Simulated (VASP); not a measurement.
Crystal: N.

```
N
1.0
     5.64900    0.00000    0.00000
     0.00000    5.64900    0.00000
     0.00000    0.00000    5.64900
N
4
Direct
  0.03000 0.03000 0.03000
  0.47000 0.97000 0.53000
  0.53000 0.47000 0.97000
  0.97000 0.53000 0.47000
```

```yaml
Program: VASP 6.6.1
Task: relaxation of cell and atoms
Functional: PBE
Potentials_or_basis: VASP PAW PBE potentials, release 64 (N)
Cutoff: 600 eV
k_mesh: 8 × 8 × 8
Occupations: gaussian, width 0.1 eV
Spin: no spin polarisation
```

At the start: pressure -3.9 GPa; volume 45.07 Å³/atom.

**Question.** Where does the relaxation end?

**Answer.** Over 20 steps the energy falls by 4145.1 meV/atom and the volume is 7.68 Å³/atom (-83.0 %); space group P4_332 (No. 212, to 0.05 Å).

Step by step:
| step | energy change (eV) | largest force (eV/Å) | pressure (GPa) | volume (Å³) |
| --- | --- | --- | --- | --- |
| 1 | 0.0000 | 0.3606 | -3.92 | 180.27 |
| 2 | -0.8498 | 0.4952 | -5.86 | 152.97 |
| 3 | -5.2053 | 1.1201 | -17.29 | 87.86 |
| 4 | -8.2478 | 2.6430 | 242.44 | 18.41 |
| 5 | -8.6419 | 1.4987 | -26.95 | 61.86 |
| 6 | -13.5287 | 2.0370 | -19.97 | 35.86 |
| 7 | -13.5613 | 2.1370 | 38.62 | 26.18 |
| 8 | -13.9610 | 2.1035 | -0.27 | 30.77 |
| 9 | -14.5073 | 2.2750 | 38.18 | 26.28 |
| 10 | -14.5030 | 2.2414 | 44.66 | 25.77 |
| 11 | -14.8855 | 1.9557 | 49.66 | 25.41 |
| 12 | -15.4192 | 0.6171 | 64.75 | 24.34 |
| 13 | -16.1187 | 0.3250 | 36.46 | 26.39 |
| 14 | -16.5590 | 0.0884 | 6.32 | 29.71 |
| 15 | -16.5715 | 0.1584 | 2.06 | 30.37 |
| 16 | -16.5717 | 0.1719 | 1.28 | 30.50 |
| 17 | -16.5742 | 0.1447 | 1.07 | 30.53 |
| 18 | -16.5791 | 0.0634 | 0.45 | 30.64 |
| 19 | -16.5774 | 0.0984 | -0.77 | 30.85 |
| 20 | -16.5803 | 0.0001 | -0.03 | 30.72 |

Final structure:
```
N
1.0
     3.13199    0.00000    0.00000
     0.00000    3.13199    0.00000
     0.00000    0.00000    3.13199
N
4
Direct
  0.12500 0.12500 0.12500
  0.37500 0.87500 0.62500
  0.62500 0.37500 0.87500
  0.87500 0.62500 0.37500
```

Caveat: the volume moved by over 15 % at a fixed basis, so the end points are rough; the volume moved by -83 % from the deposited cell, more than functionals usually miss.
